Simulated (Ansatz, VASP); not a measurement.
## Ni2Ge in VASP and in Ansatz

```
Ni Ge
1.0
     3.97981    0.00000    0.00000
    -1.98991    3.44662    0.00000
     0.00000    0.00000    5.02388
Ni Ge
4 2
Direct
  0.66667 0.33333 0.25000
  0.33333 0.66667 0.75000
  0.00000 0.00000 0.00000
  0.00000 0.00000 0.50000
  0.66667 0.33333 0.75000
  0.33333 0.66667 0.25000
```

Alike in both runs: task single point; functional r2SCAN; k mesh 12 × 12 × 8; occupations gaussian, width 0.1 eV; no spin polarisation.

|  | VASP | Ansatz |
| --- | --- | --- |
| version | VASP 6.6.1 | Ansatz 0.2.0 |
| potentials or method | VASP PAW PBE potentials, release 64 (Ni, Ge_d), cutoff 520 eV | scalar-relativistic, plane waves, PAW |
| valence electrons in the cell | 68 | 100 |

Ansatz gave:

* gap on the k mesh at the Fermi level (eV): none
* pressure (GPa): 0.3
* traceless stress, the component that is largest in VASP (GPa): 0.43

Problem. Which values does VASP return?

Solution. gap on the k mesh at the Fermi level (eV): none; pressure (GPa): 0.5; traceless stress, the component that is largest in VASP (GPa): 0.34.

VASP's potentials were made for PBE, not for r2SCAN. A gap of «none» marks a metal or a gap that the smearing closes. VASP's potentials hold 68 valence electrons a cell and Ansatz's 100, so a difference there can come from the potentials and not from the codes.
